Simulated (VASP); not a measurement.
# GaN (scan) (P6_3mc) in VASP: relaxation of the atoms with r2SCAN

Aim: the relaxation of the atoms of GaN (scan) with r2SCAN.

Program: VASP 6.6.1. These are calculated values, not measurements. Logs are shortened: lines on timing, memory, paths and dates and some standing lists are left out, and cuts for length are marked.

## 1. The cell of the first run

The structure is hexagonal, space group P6_3mc (No. 186). Conventional cell: a = 3.244 Å, b = 3.244 Å, c = 5.125 Å, α = 90.00°, β = 90.00°, γ = 120.00°. Ga (site symmetry 3m) has 4 N at 1.93 to 1.98 Å within 2.6 Å. N (site symmetry 3m) has 4 Ga at 1.93 to 1.98 Å within 2.6 Å.

## 2. Relaxation of the atoms, r2SCAN (strained cell)

POSCAR reads:

```
GaN
1.0
    3.2437671648      0.0000000000      0.0000000000
   -1.6218835824      2.8091847686      0.0000000000
    0.0000000000      0.0000000000      5.1248062363
Ga N
2 2
Direct
    0.3333333333      0.6666666667      0.0001108799
    0.6666666667      0.3333333333      0.5001108799
    0.3333333333      0.6666666667      0.3768891201
    0.6666666667      0.3333333333      0.8768891201
```

INCAR.step1 reads:

```
PREC = Accurate ; ENCUT = 580
ISMEAR = 0 ; SIGMA = 0.02
LREAL = F ; LASPH = T
NELM = 120 ; GGA = PE
ALGO = Normal ; EDIFF = 1E-5
LWAVE = T ; LCHARG = F
GGA_COMPAT = F ; IBRION = 2
EDIFFG = -0.01 ; NELMIN = 4
NSW = 100
```

INCAR.step2 reads:

```
PREC = Accurate ; ENCUT = 580
EDIFF = 1E-7 ; ISMEAR = 0
SIGMA = 0.02 ; LREAL = F
LASPH = T ; NELM = 120
ALGO = Normal ; ISIF = 2
LWAVE = F ; LCHARG = F
METAGGA = R2SCAN ; LMIXTAU = T
IBRION = 2 ; NSW = 60
EDIFFG = -0.002 ; ISTART = 1
GGA_COMPAT = F ; NELMIN = 4
```

KPOINTS reads:

```
Automatic mesh
0
Gamma
  9 9 6
```

Potentials or basis: VASP PAW PBE potentials, release 64 (Ga_d, N).

On the command line:

```sh
cat potpaw_PBE.64/Ga_d/POTCAR potpaw_PBE.64/N/POTCAR > POTCAR
cp INCAR.step1 INCAR
mpirun -np 1 vasp_std > vasp.out
cp INCAR.step2 INCAR
mpirun -np 1 vasp_std > vasp.out
```

OUTCAR:

```text
PREC = Accurate
   ENCUT = 580
   EDIFF = 1E-7
   ISMEAR = 0
   LREAL = F
   LASPH = T
   NELM = 120
   ISIF = 2
   METAGGA = R2SCAN
   IBRION = 2
   NSW = 60
   EDIFFG = -0.002
   ISTART = 1
   NELMIN = 4

 ion  position               nearest neighbor table
   1  0.333  0.667  0.000-   3 1.93   4 1.98   4 1.98   4 1.98
   2  0.667  0.333  0.500-   4 1.93   3 1.98   3 1.98   3 1.98
   3  0.333  0.667  0.377-   1 1.93   2 1.98   2 1.98   2 1.98
   4  0.667  0.333  0.877-   2 1.93   1 1.98   1 1.98   1 1.98

  LATTYP: Found a hexagonal cell.
 ALAT       =     3.2437671648
 C/A-ratio  =     1.5798933696

  Lattice vectors:

 A1 = (   3.2437671648,   0.0000000000,   0.0000000000)
 A2 = (  -1.6218835824,   2.8091847686,   0.0000000000)
 A3 = (   0.0000000000,   0.0000000000,   5.1248062363)

Analysis of symmetry for initial positions (statically):
=====================================================================
 Subroutine PRICEL returns:
 Original cell was already a primitive cell.

 Routine SETGRP: Setting up the symmetry group for a
 hexagonal supercell.

 Subroutine GETGRP returns: Found 12 space group operations
 (whereof  6 operations were pure point group operations)
 out of a pool of 24 trial point group operations.

The static configuration has the point symmetry C_3v.
 The point group associated with its full space group is C_6v.

Analysis of symmetry for dynamics (positions and initial velocities):
=====================================================================
 Subroutine PRICEL returns:
 Original cell was already a primitive cell.

 Routine SETGRP: Setting up the symmetry group for a
 hexagonal supercell.

 Subroutine GETGRP returns: Found 12 space group operations
 (whereof  6 operations were pure point group operations)
 out of a pool of 24 trial point group operations.

The dynamic configuration has the point symmetry C_3v.
 The point group associated with its full space group is C_6v.

 Subroutine INISYM returns: Found 12 space group operations
 (whereof  6 operations are pure point group operations),
 and found     1 'primitive' translations

----------------------------------------------------------------------------------------

                                     Primitive cell

  volume of cell :      46.6990

  direct lattice vectors                    reciprocal lattice vectors
     3.243767165  0.000000000  0.000000000     0.308283532  0.177987580  0.000000000
    -1.621883582  2.809184769  0.000000000     0.000000000  0.355975161  0.000000000
     0.000000000  0.000000000  5.124806236     0.000000000  0.000000000  0.195129329

  length of vectors
     3.243767165  3.243767165  5.124806236     0.355975161  0.355975161  0.195129329

  position of ions in fractional coordinates (direct lattice)
     0.333333333  0.666666667  0.000110880
     0.666666667  0.333333333  0.500110880
     0.333333333  0.666666667  0.376889120
     0.666666667  0.333333333  0.876889120

  ion indices of the primitive-cell ions
   primitive index   ion index
                 1           1
                 2           2
                 3           3
                 4           4

----------------------------------------------------------------------------------------

 KPOINTS: Automatic mesh

Automatic generation of k-mesh.
 Grid dimensions read from file:
 generate k-points for:    9    9    6

 Generating k-lattice:

  Cartesian coordinates                     Fractional coordinates (reciprocal lattice)
     0.034253726  0.019776398  0.000000000     0.111111111  0.000000000  0.000000000
     0.000000000  0.039552796  0.000000000     0.000000000  0.111111111  0.000000000
     0.000000000  0.000000000  0.032521555     0.000000000  0.000000000  0.166666667

  Length of vectors
     0.039552796  0.039552796  0.032521555

  Shift w.r.t. Gamma in fractional coordinates (k-lattice)
     0.000000000  0.000000000  0.000000000

 Subroutine IBZKPT returns following result:
 ===========================================

 Found     48 irreducible k-points:

 Following reciprocal coordinates:
            Coordinates               Weight
  0.000000  0.000000  0.000000      1.000000
  0.111111  0.000000  0.000000      6.000000
  0.222222  0.000000  0.000000      6.000000
  0.333333  0.000000  0.000000      6.000000
  0.444444  0.000000  0.000000      6.000000
  0.111111  0.111111  0.000000      6.000000
[... 16 lines left out ...]
  0.333333  0.222222  0.166667     24.000000
  0.333333  0.333333  0.166667      4.000000
 [... further k-points ...]
   k-points           NKPTS =     48   k-points in BZ     NKDIM =     48   number of bands    NBANDS=     22
   number of dos      NEDOS =    301   number of ions     NIONS =      4
   total plane-waves  NPLWV =  31360
   dimension x,y,z NGX =    28 NGY =   28 NGZ =   40
   dimension x,y,z NGXF=    56 NGYF=   56 NGZF=   80
   ions per type =               2   2
   NGX,Y,Z   is equivalent  to a cutoff of  14.35, 14.35, 12.98 a.u.
   NGXF,Y,Z  is equivalent  to a cutoff of  28.70, 28.70, 25.95 a.u.
 SYSTEM =  unknown system
   PREC   = accura    normal or accurate (medium, high low for compatibility)
   ISTART =      1    job   : 0-new  1-cont  2-samecut
   ICHARG =      0    charge: 1-file 2-atom 10-const
   ISPIN  =      1    spin polarized calculation?
   LNONCOLLINEAR =      F non collinear calculations
   LSORBIT =      F    spin-orbit coupling
   LASPH  =      T    aspherical Exc in radial PAW
   ENCUT  =  580.0 eV  42.63 Ry    6.53 a.u.   6.37  6.37 10.06*2*pi/ulx,y,z
   NELM   =    120;   NELMIN=  4; NELMDL=  0     # of ELM steps
   EDIFF  = 0.1E-06   stopping-criterion for ELM
   LREAL  =      F    real-space projection
   EDIFFG = -.2E-02   stopping-criterion for IOM
   NSW    =     60    number of steps for IOM
   IBRION =      2    ionic relax: 0-MD 1-quasi-New 2-CG
   NFREE  =      1    steps in history (QN), initial steepest desc. (CG)
   ISIF   =      2    stress and relaxation
   ISYM   =      2    0-nonsym 1-usesym 2-fastsym
   POTIM  = 0.5000    time-step for ionic-motion
   TEBEG  =    0.0;   TEEND  =   0.0 temperature during run
   PSTRESS=    0.0 pullay stress
   NELECT =      36.0000    total number of electrons
   NUPDOWN=      -1.0000    fix difference up-down
   EMIN   =  10.00;   EMAX   =-10.00  energy-range for DOS
   EFERMI =   0.00;   METHOD = LEGACY
   ISMEAR =     0;   SIGMA  =   0.02  broadening in eV -4-tet -1-fermi 0-gaus
   EFERMI_NEDOS =   21; number of points for ismear=-14 and -15
   IALGO  =     38    algorithm
   IMIX   =      4    mixing-type and parameters
     AMIX     =   0.40;   BMIX     =  1.00
     AMIX_MAG =   1.60;   BMIX_MAG =  1.00
  volume/ion in A,a.u.               =      11.67        78.79
  Fermi-wavevector in a.u.,A,eV,Ry     =   1.501089  2.836647 30.657586  2.253269
  Thomas-Fermi vector in A             =   2.612505
   LORBIT       =      0    0 simple, 1 ext, 2 COOP (PROOUT), +10 PAW based schemes
   METAGGA = R2SCAN    functional components
   LHFCALC =     F    Hartree Fock is set to
   AEXX    =    0.0000 exact exchange contribution
   IVDW    =     0    specifies the selected vdW correction
   LEPSILON=     F    determine dielectric tensor
   LRPA    =     F    only Hartree local field effects (RPA)
 conjugate gradient relaxation of ions
 non-spin polarized calculation
 Gauss-broadening in eV      SIGMA  =   0.02
  energy-cutoff  :      580.00
  volume of cell :       46.70
 maximum number of plane-waves:      1502
 NGX is ok and might be reduce to    28
   NGX = 13   NGY = 13   NGZ = 21

--------------------------------------- Ionic step        1  -------------------------------------------

 number of electron      36.0000008 magnetization

 Free energy of the ion-electron system (eV)
  ---------------------------------------------------
  ext. energy  EPLUGINS =         0.00000000
  ---------------------------------------------------
  free energy    TOTEN  =       -43.77777833 eV

  energy without entropy =      -43.77777833  energy(sigma->0) =      -43.77777833

------------------------ aborting loop because EDIFF is reached ----------------------------------------

  FORCE on cell =-STRESS in cart. coord.  units (eV):
  Direction    XX          YY          ZZ          XY          YZ          ZX
  --------------------------------------------------------------------------------------
  -------------------------------------------------------------------------------------
  Total       -2.1732812     -2.1732812      1.1522026     -0.0000000      0.0000000      0.0000000
  in kB      -74.5622626    -74.5622626     39.5304739     -0.0000000      0.0000000      0.0000000
  external PRESSURE =     -36.5313504 kB  Pullay stress =       0.0000000 kB

 VOLUME and BASIS-vectors are now :
 -----------------------------------------------------------------------------
  energy-cutoff  :      580.00
  volume of cell :       46.70
      direct lattice vectors                 reciprocal lattice vectors
     3.243767165  0.000000000  0.000000000     0.308283532  0.177987580  0.000000000
    -1.621883582  2.809184769  0.000000000     0.000000000  0.355975161  0.000000000
     0.000000000  0.000000000  5.124806236     0.000000000  0.000000000  0.195129329
[... 39 lines left out ...]
 POSITION                                       TOTAL-FORCE (eV/Angst)
 -----------------------------------------------------------------------------------
     -0.00000      1.87279      5.11035         0.000000      0.000000      0.054815
      1.62188      0.93639      2.54794        -0.000000      0.000000      0.054815
     -0.00000      1.87279      1.94651        -0.000000      0.000000     -0.054815
      1.62188      0.93639      4.50892         0.000000     -0.000000     -0.054815
 -----------------------------------------------------------------------------------
    total drift:                                0.000001      0.000002      0.015705

  FREE ENERGIE OF THE ION-ELECTRON SYSTEM (eV)
  ---------------------------------------------------
  free  energy   TOTEN  =       -43.7852793300 eV

  energy  without entropy=      -43.7852793300  energy(sigma->0) =      -43.78527933

--------------------------------------- Ionic step        3  -------------------------------------------

 number of electron      36.0000004 magnetization

 Free energy of the ion-electron system (eV)
  ---------------------------------------------------
  ext. energy  EPLUGINS =         0.00000000
  ---------------------------------------------------
  free energy    TOTEN  =       -43.78552005 eV

  energy without entropy =      -43.78552005  energy(sigma->0) =      -43.78552005

 E-fermi :   5.0623     XC(G=0): -12.5070

 val. band max:        4.8959722612   @ k =   0.0000   0.0000   0.0000
 cond. band min:       7.0109653965   @ k =   0.0000   0.0000   0.0000
 fundamental gap:      2.1149931353
 Fermi energy:         5.0622552234

 k-point     1 :       0.0000    0.0000    0.0000
  band No.  band energies     occupation
      1     -11.7676      2.00000
      2     -10.8256      2.00000
      3      -8.9873      2.00000
      4      -8.9778      2.00000
      5      -8.9778      2.00000
      6      -8.9113      2.00000
[... 14 lines left out ...]
     21      14.8516      0.00000
     22      14.9829      0.00000
[... 552 lines left out ...]
  band No.  band energies     occupation
      1     -10.7010      2.00000
      2     -10.7010      2.00000
      3      -8.9496      2.00000
      4      -8.8084      2.00000
      5      -8.8084      2.00000
      6      -8.7572      2.00000
[... 14 lines left out ...]
     21      12.8469      0.00000
     22      13.6428      0.00000

 [... further k-points ...]

------------------------ aborting loop because EDIFF is reached ----------------------------------------

  FORCE on cell =-STRESS in cart. coord.  units (eV):
  Direction    XX          YY          ZZ          XY          YZ          ZX
  --------------------------------------------------------------------------------------
  -------------------------------------------------------------------------------------
  Total       -1.9600667     -1.9600667      0.5146157      0.0000000      0.0000000      0.0000000
  in kB      -67.2471690    -67.2471689     17.6557493      0.0000000      0.0000000      0.0000000
  external PRESSURE =     -38.9461962 kB  Pullay stress =       0.0000000 kB

 VOLUME and BASIS-vectors are now :
 -----------------------------------------------------------------------------
  energy-cutoff  :      580.00
  volume of cell :       46.70
      direct lattice vectors                 reciprocal lattice vectors
     3.243767165  0.000000000  0.000000000     0.308283532  0.177987580  0.000000000
    -1.621883582  2.809184769  0.000000000     0.000000000  0.355975161  0.000000000
     0.000000000  0.000000000  5.124806236     0.000000000  0.000000000  0.195129329

 POSITION                                       TOTAL-FORCE (eV/Angst)
 -----------------------------------------------------------------------------------
     -0.00000      1.87279      5.11271        -0.000000      0.000000      0.000149
      1.62188      0.93639      2.55031         0.000000     -0.000000      0.000149
     -0.00000      1.87279      1.94415         0.000000      0.000000     -0.000149
      1.62188      0.93639      4.50655        -0.000000     -0.000000     -0.000149
 -----------------------------------------------------------------------------------
    total drift:                                0.000001      0.000002      0.015862

  FREE ENERGIE OF THE ION-ELECTRON SYSTEM (eV)
  ---------------------------------------------------
  free  energy   TOTEN  =       -43.7855200512 eV

  energy  without entropy=      -43.7855200512  energy(sigma->0) =      -43.78552005

 reached required accuracy - stopping structural energy minimisation
```

Run time: 23 min. Hardware: 1 thread of Intel Xeon 8259CL, shared host; peak memory 0.22 GiB.

What came out:

* Free energy: -43.7855 eV
* Energy gained by relaxing: 1.9 meV/atom
* Ionic steps: 3
* Pressure after relaxing: -3.9 GPa
* Band gap on the k mesh: 2.12 eV, direct

Stress tensor (GPa, compression positive):
```
-6.72  0.00  0.00
 0.00 -6.72  0.00
 0.00  0.00  1.77
```

The path:
```tsv
step	energy change (eV)	largest force (eV/Å)	pressure (GPa)
1	0.0000	0.3115	-3.65
2	-0.0075	0.0548	-3.92
3	-0.0077	0.0001	-3.89
```

Final structure:
```
Ga N
1.0
     3.24377    0.00000    0.00000
    -1.62188    2.80918    0.00000
     0.00000    0.00000    5.12481
Ga N
2 2
Direct
  0.33333 0.66667 0.99764
  0.66667 0.33333 0.49764
  0.33333 0.66667 0.37936
  0.66667 0.33333 0.87936
```

Caveat: the cell differs from its parent crystal (strained cell); the PAW data sets were made with another functional, which shifts forces and pressure a little.
